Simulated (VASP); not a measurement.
Crystal: P.

```xyz
8
Lattice="8.8958 0.0000 0.0000 -4.4479 7.7040 0.0000 0.0000 0.0000 3.5583" Properties=species:S:1:pos:R:3 pbc="T T T"
P     4.4479    0.5136    0.8896
P     6.2271    3.5952    0.8896
P     2.6687    3.5952    0.8896
P     0.0000    7.1904    2.6687
P    -1.7792    4.1088    2.6687
P     1.7792    4.1088    2.6687
P     0.0000    5.1360    2.6687
P     4.4479    2.5680    0.8896
```

The cell was built from a structure type or drawn by symmetry, and may not be a known phase.

| Quantity | Value |
| --- | --- |
| Program | VASP 6.6.1 |
| Task | relaxation of cell and atoms |
| Functional | PBE |
| Potentials or basis | VASP PAW PBE potentials, release 64 (P) |
| Cutoff | 600 eV |
| k mesh | 3 × 3 × 6 |
| Occupations | gaussian, width 0.1 eV |
| Spin | no spin polarisation |

At the start: pressure 9.8 GPa; volume 30.48 Å³/atom.

Problem. How do energy, volume and symmetry change on relaxing?

Solution. Over 30 steps the energy falls by 348.7 meV/atom and the volume is 32.97 Å³/atom (+8.1 %); space group P6_3/mmc (No. 194, to 0.1 Å) before and after.

The path:
```
step  energy change (eV)  largest force (eV/Å)  pressure (GPa)  volume (Å³)
   1              0.0000                0.5988            9.75       243.86
   2             -1.6546                0.4317           -0.74       315.16
   3             -1.6855                0.3329            0.23       303.88
   4             -1.6858                0.3459            0.11       305.17
   5             -1.7066                0.0933           -0.08       307.12
   6             -1.7077                0.0209           -0.13       307.71
   7             -1.7335                0.0765           -0.18       307.31
   8             -1.8924                0.2888           -0.39       305.92
   9             -2.2646                0.2190           -2.26       302.32
  10             -2.2165                0.0133           -3.05       292.03
  11             -2.3706                0.0608           -3.25       297.38
  12             -2.3734                0.0850           -2.96       299.99
  13             -2.3835                0.0383           -3.07       299.35
  14             -2.3855                0.0331           -3.08       299.19
  15             -2.3904                0.0189           -3.10       298.73
  16             -2.3966                0.0059           -3.13       297.81
  17             -2.3954                0.0372           -3.15       295.92
  18             -2.3982                0.0192           -3.14       297.13
  19             -2.4067                0.0157           -3.12       296.68
  20             -2.4319                0.0046           -3.03       295.36
  21             -2.4800                0.0180           -2.85       292.72
  22             -2.5667                0.0681           -2.46       287.50
  23             -2.6967                0.2040           -1.46       277.24
  24             -2.7295                0.5795            1.49       257.45
  25             -2.7574                0.4131            0.10       265.66
  26             -2.7725                0.3071            0.07       265.19
  27             -2.7864                0.0785            0.04       264.11
  28             -2.7876                0.0589           -0.01       264.17
  29             -2.7892                0.0013           -0.17       264.36
  30             -2.7898                0.0106           -0.09       263.74
```

Final structure:
```xyz
8
Lattice="8.4564 0.0000 0.0000 -4.2282 7.3234 0.0000 0.0000 0.0000 4.2587" Properties=species:S:1:pos:R:3 pbc="T T T"
P     4.2282    0.3204    1.0647
P     6.0648    3.5015    1.0647
P     2.3916    3.5015    1.0647
P     0.0000    7.0030    3.1940
P    -1.8366    3.8219    3.1940
P     1.8366    3.8219    3.1940
P     0.0000    4.8823    3.1940
P     4.2282    2.4411    1.0647
```

Caveat: a cell axis changed by over 15 % at a fixed basis, so the end point is rough.
